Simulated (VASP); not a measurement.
# Au (Cmcm) in VASP: further runs

The runs below take Au through single point, with PBE.

All numbers are computed with VASP 6.6.1; they aren't measurements. Logs are shortened: lines on timing, memory, paths and dates and some standing lists are left out, and cuts for length are marked.

## 1. The cell of the first run

Symmetry: Cmcm, No. 63, orthorhombic system. Conventional cell: a = 2.823 Å, b = 5.112 Å, c = 4.893 Å, α = 90.00°, β = 90.00°, γ = 90.00°. Within 3.7 Å of Au (site symmetry m2m) lie 12 Au at 2.82 to 2.97 Å.

## 2. Single point, PBE

File INCAR:

```
SYSTEM = Au
PREC     = Accurate       ! precision mode
ENCUT    = 520            ! plane-wave cutoff, eV
EDIFF    = 1E-6           ! SCF threshold, eV
ISMEAR   = 1              ! smearing method
SIGMA    = 0.3            ! smearing width, eV
LREAL    = .False.        ! projectors in reciprocal space
LASPH    = .True.         ! aspherical terms in the spheres
NELM     = 80             ! most SCF steps
ALGO     = Fast           ! electronic algorithm
ISIF     = 2              ! what is computed and relaxed
LWAVE    = .False.        ! write WAVECAR
LCHARG   = .False.        ! write CHGCAR
GGA      = PE             ! functional
NBANDS   = 18             ! bands
```

File KPOINTS:

```
regular mesh
0
Gamma
  16 16 10
  0 0 0
```

File POSCAR:

```
Au
1.0
    1.4113099650     -2.5559330250      0.0000000000
    1.4113099650      2.5559330250      0.0000000000
    0.0000000000      0.0000000000      4.8931696100
Au
2
Direct
    0.6653279700      0.3346720300      0.2500000000
    0.3346720300      0.6653279700      0.7500000000
```

Potentials or basis: VASP PAW PBE potentials, release 64 (Au).

The run is started by

```
> cat potpaw_PBE.64/Au/POTCAR > POTCAR
> mpirun -np 1 vasp_std > vasp.out
```

OUTCAR:

```text
SYSTEM = Au
   PREC = Accurate
   ENCUT = 520
   EDIFF = 1E-6
   ISMEAR = 1
   LREAL = .False.
   LASPH = .True.
   NELM = 80
   ISIF = 2
   GGA = PE

 ion  position               nearest neighbor table
   1  0.665  0.335  0.250-   2 2.95   2 2.95   2 2.95   2 2.95   2 2.97   2 2.97
   2  0.335  0.665  0.750-   1 2.95   1 2.95   1 2.95   1 2.95   1 2.97   1 2.97

  LATTYP: Found a base centered orthorhombic cell.
 ALAT       =     2.8226199300
 B/A-ratio  =     1.8110359088
 C/A-ratio  =     1.7335559627

  Lattice vectors:

 A1 = (   1.4113099650,  -2.5559330250,   0.0000000000)
 A2 = (   1.4113099650,   2.5559330250,   0.0000000000)
 A3 = (   0.0000000000,   0.0000000000,   4.8931696100)

Analysis of symmetry for initial positions (statically):
=====================================================================
 Subroutine PRICEL returns:
 Original cell was already a primitive cell.

 Routine SETGRP: Setting up the symmetry group for a
 base centered orthorhombic supercell.

 Subroutine GETGRP returns: Found  8 space group operations
 (whereof  4 operations were pure point group operations)
 out of a pool of  8 trial point group operations.

The static configuration has the point symmetry C_2h.
 The point group associated with its full space group is D_2h.

Analysis of symmetry for dynamics (positions and initial velocities):
=====================================================================
 Subroutine PRICEL returns:
 Original cell was already a primitive cell.

 Routine SETGRP: Setting up the symmetry group for a
 base centered orthorhombic supercell.

 Subroutine GETGRP returns: Found  8 space group operations
 (whereof  4 operations were pure point group operations)
 out of a pool of  8 trial point group operations.

The dynamic configuration has the point symmetry C_2h.
 The point group associated with its full space group is D_2h.

 Subroutine INISYM returns: Found  8 space group operations
 (whereof  4 operations are pure point group operations),
 and found     1 'primitive' translations

----------------------------------------------------------------------------------------

                                     Primitive cell

  volume of cell :      35.3014

  direct lattice vectors                    reciprocal lattice vectors
[... 78 lines left out ...]
   PREC   = accura    normal or accurate (medium, high low for compatibility)
   ISTART =      0    job   : 0-new  1-cont  2-samecut
   ICHARG =      2    charge: 1-file 2-atom 10-const
   ISPIN  =      1    spin polarized calculation?
   LNONCOLLINEAR =      F non collinear calculations
   LSORBIT =      F    spin-orbit coupling
   LASPH  =      T    aspherical Exc in radial PAW
   ENCUT  =  520.0 eV  38.22 Ry    6.18 a.u.   5.43  5.43  9.10*2*pi/ulx,y,z
   NELM   =     80;   NELMIN=  2; NELMDL= -5     # of ELM steps
   EDIFF  = 0.1E-05   stopping-criterion for ELM
   LREAL  =      F    real-space projection
   EDIFFG = 0.1E-04   stopping-criterion for IOM
   NSW    =      0    number of steps for IOM
   IBRION =     -1    ionic relax: 0-MD 1-quasi-New 2-CG
   NFREE  =      0    steps in history (QN), initial steepest desc. (CG)
   ISIF   =      2    stress and relaxation
   ISYM   =      2    0-nonsym 1-usesym 2-fastsym
   POTIM  = 0.5000    time-step for ionic-motion
   TEBEG  =    0.0;   TEEND  =   0.0 temperature during run
   PSTRESS=    0.0 pullay stress
   NELECT =      22.0000    total number of electrons
   NUPDOWN=      -1.0000    fix difference up-down
   EMIN   =  10.00;   EMAX   =-10.00  energy-range for DOS
   EFERMI =   0.00;   METHOD = LEGACY
   ISMEAR =     1;   SIGMA  =   0.30  broadening in eV -4-tet -1-fermi 0-gaus
   EFERMI_NEDOS =   21; number of points for ismear=-14 and -15
   IALGO  =     68    algorithm
   IMIX   =      4    mixing-type and parameters
     AMIX     =   0.40;   BMIX     =  1.00
     AMIX_MAG =   1.60;   BMIX_MAG =  1.00
  volume/ion in A,a.u.               =      17.65       119.11
  Fermi-wavevector in a.u.,A,eV,Ry     =   1.398358  2.642513 26.604898  1.955405
  Thomas-Fermi vector in A             =   2.521524
   LORBIT       =      0    0 simple, 1 ext, 2 COOP (PROOUT), +10 PAW based schemes
   GGA     = PE    functional components
   LHFCALC =     F    Hartree Fock is set to
   AEXX    =    0.0000 exact exchange contribution
   IVDW    =     0    specifies the selected vdW correction
   LEPSILON=     F    determine dielectric tensor
   LRPA    =     F    only Hartree local field effects (RPA)
 non-spin polarized calculation
 RMM-DIIS sequential band-by-band and
 Methfessel and Paxton  Order N= 1 SIGMA  =   0.30
  energy-cutoff  :      520.00
  volume of cell :       35.30
 maximum number of plane-waves:       970
 NGX is ok and might be reduce to    24
   NGX = 11   NGY = 11   NGZ = 19

 number of electron      21.9999996 magnetization

 Free energy of the ion-electron system (eV)
  ---------------------------------------------------
  ext. energy  EPLUGINS =         0.00000000
  ---------------------------------------------------
  free energy    TOTEN  =        -6.41558094 eV

  energy without entropy =       -6.41693189  energy(sigma->0) =       -6.41603126

 E-fermi :   8.8893     XC(G=0): -12.5048

 val. band max:        8.8889472052   @ k =   0.5000   0.0625   0.3000
 cond. band min:       8.8929021483   @ k =   0.5000   0.0625   0.2000
 fundamental gap:      0.0039549431
 Fermi energy:         8.8893477053

 k-point     1 :       0.0000    0.0000    0.0000
  band No.  band energies     occupation
      1      -0.5934      2.00000
      2       1.7753      2.00000
      3       4.1420      2.00000
      4       4.1967      2.00000
      5       4.5306      2.00000
      6       4.7732      2.00000
[... 481 lines left out ...]
      5       4.5287      2.00000
      6       4.8443      2.00000
[... 10 lines left out ...]
     17      26.6010      0.00000
     18      27.0671      0.00000

 [... further k-points ...]
[... 5 lines left out ...]
  --------------------------------------------------------------------------------------
  -------------------------------------------------------------------------------------
  Total        0.9533698      0.5589680      0.4423976      0.0000000      0.0000000      0.0000000
  in kB       43.2692953     25.3691170     20.0784950      0.0000000      0.0000000      0.0000000
  external PRESSURE =      29.5723025 kB  Pullay stress =       0.0000000 kB

 VOLUME and BASIS-vectors are now :
 -----------------------------------------------------------------------------
  energy-cutoff  :      520.00
  volume of cell :       35.30
      direct lattice vectors                 reciprocal lattice vectors
     1.411309965 -2.555933025  0.000000000     0.354280783 -0.195623279  0.000000000
     1.411309965  2.555933025  0.000000000     0.354280783  0.195623279  0.000000000
     0.000000000  0.000000000  4.893169610     0.000000000  0.000000000  0.204366511

 POSITION                                       TOTAL-FORCE (eV/Angst)
 -----------------------------------------------------------------------------------
      1.41131     -0.84513      1.22329         0.000000      0.017683      0.000000
      1.41131      0.84513      3.66988         0.000000     -0.017683     -0.000000
 -----------------------------------------------------------------------------------
    total drift:                                0.000000      0.000000     -0.000000

  FREE ENERGIE OF THE ION-ELECTRON SYSTEM (eV)
  ---------------------------------------------------
  free  energy   TOTEN  =        -6.4155809383 eV

  energy  without entropy=       -6.4169318912  energy(sigma->0) =       -6.41603126
```

OSZICAR:

```text
N       E                     dE             d eps       ncg     rms          rms(c)
DAV:   1     0.122890985233E+03    0.12289E+03   -0.11749E+04 15800   0.118E+03
DAV:   2    -0.487022465195E+01   -0.12776E+03   -0.12196E+03 16762   0.260E+02
DAV:   3    -0.693900833178E+01   -0.20688E+01   -0.20575E+01 18386   0.332E+01
DAV:   4    -0.694800368994E+01   -0.89954E-02   -0.89943E-02 17408   0.231E+00
DAV:   5    -0.694808669385E+01   -0.83004E-04   -0.83005E-04 17522   0.237E-01    0.119E+01
RMM:   6    -0.645097629377E+01    0.49711E+00   -0.88380E-01 15772   0.706E+00    0.767E+00
RMM:   7    -0.641979246230E+01    0.31184E-01   -0.12244E-01 16184   0.282E+00    0.333E+00
RMM:   8    -0.641566391386E+01    0.41285E-02   -0.14468E-02 16285   0.887E-01    0.473E-01
RMM:   9    -0.641557112467E+01    0.92789E-04   -0.87339E-04 17332   0.226E-01    0.164E-01
RMM:  10    -0.641557992150E+01   -0.87968E-05   -0.12755E-04 17328   0.759E-02    0.116E-01
RMM:  11    -0.641558080846E+01   -0.88696E-06   -0.27194E-05 17188   0.341E-02    0.148E-02
RMM:  12    -0.641558093828E+01   -0.12982E-06   -0.32141E-06 13899   0.116E-02
   1 F= -.64155809E+01 E0= -.64160313E+01  d E =0.135095E-02
```

It took 4.1 min on 1 thread of Intel Xeon 8259CL, shared host; peak memory 0.34 GiB.

Results:

* Free energy: -6.4156 eV
* Pressure: 3.0 GPa
* Largest force: 0.018 eV/Å
* Band gap on the k mesh: zero (bands 11 and 12 overlap by 6.58 eV)

Forces in eV/Å, atoms in the order of the input:
```
Au   0.000  0.018  0.000
Au   0.000 -0.018  0.000
```

Stress tensor (GPa, compression positive):
```
4.33 0.00 0.00
0.00 2.54 0.00
0.00 0.00 2.01
```

Levels at points of the mesh, in eV from the Fermi level:
```csv
k point,band 8,band 9,band 10,band 11,band 12,band 13,band 14,band 15
"(0.00, 0.00, 0.00)",-3.49,-3.32,-2.20,-2.13,-1.03,2.40,14.56,15.52
"(0.50, 0.00, 0.00)",-2.00,-1.82,-1.66,0.50,1.74,5.76,7.25,7.26
"(0.50, 0.50, 0.00)",-1.91,-1.90,-1.72,0.22,1.26,5.36,6.77,6.91
"(0.00, 0.00, 0.50)",-4.17,-2.66,-2.66,-2.52,-2.52,10.20,10.20,14.88
"(0.50, 0.00, 0.50)",-2.38,-1.71,-1.71,0.68,0.68,4.03,4.03,13.07
"(0.50, 0.50, 0.50)",-2.37,-1.79,-1.79,0.31,0.31,3.47,3.47,12.65
```

Caveat: spin-orbit coupling is left out, which moves the levels of the heavy elements.

## 3. Single point, PBE

File INCAR:

```
SYSTEM = Au
PREC = Accurate ; ENCUT = 520
EDIFF = 1E-6 ; ISMEAR = 1
SIGMA = 0.01 ; LREAL = .False.
LASPH = .True. ; NELM = 80
ALGO = Fast ; ISIF = 2
LWAVE = .False. ; LCHARG = .False.
GGA = PE ; NBANDS = 18
```

KPOINTS is that of step 2.

POSCAR is that of step 2.

Potentials or basis: VASP PAW PBE potentials, release 64 (Au).

The run is started by

```
> cat potpaw_PBE.64/Au/POTCAR > POTCAR
> mpirun -np 1 vasp_std > vasp.out
```

Wall time 4.8 min (1 thread of Intel Xeon 8259CL, shared host); peak memory 0.34 GiB.

Results (log left out):

```yaml
Free_energy: -6.4162 eV
Pressure: 3.0 GPa
Largest_force: 0.006 eV/Å
Band_gap_on_the_k_mesh: zero (bands 11 and 12 overlap by 6.58 eV)
```

Forces in eV/Å, atoms in the order of the input:
```
Au   0.000  0.006  0.000
Au   0.000 -0.006  0.000
```

Stress tensor (GPa, compression positive):
```
4.31 0.00 0.00
0.00 2.76 0.00
0.00 0.00 1.92
```

Levels at points of the mesh, in eV from the Fermi level:
```tsv
k point	band 9	band 10	band 11	band 12	band 13	band 14
(0.00, 0.00, 0.00)	-3.32	-2.19	-2.12	-1.03	2.40	14.56
(0.50, 0.00, 0.00)	-1.81	-1.66	0.51	1.74	5.76	7.25
(0.50, 0.50, 0.00)	-1.89	-1.72	0.23	1.26	5.37	6.77
(0.00, 0.00, 0.50)	-2.66	-2.66	-2.51	-2.51	10.20	10.20
(0.50, 0.00, 0.50)	-1.70	-1.70	0.69	0.69	4.03	4.03
(0.50, 0.50, 0.50)	-1.78	-1.78	0.31	0.31	3.48	3.48
```

Caveat: spin-orbit coupling is left out, which moves the levels of the heavy elements.

(Part 1 of 2 ends here.)
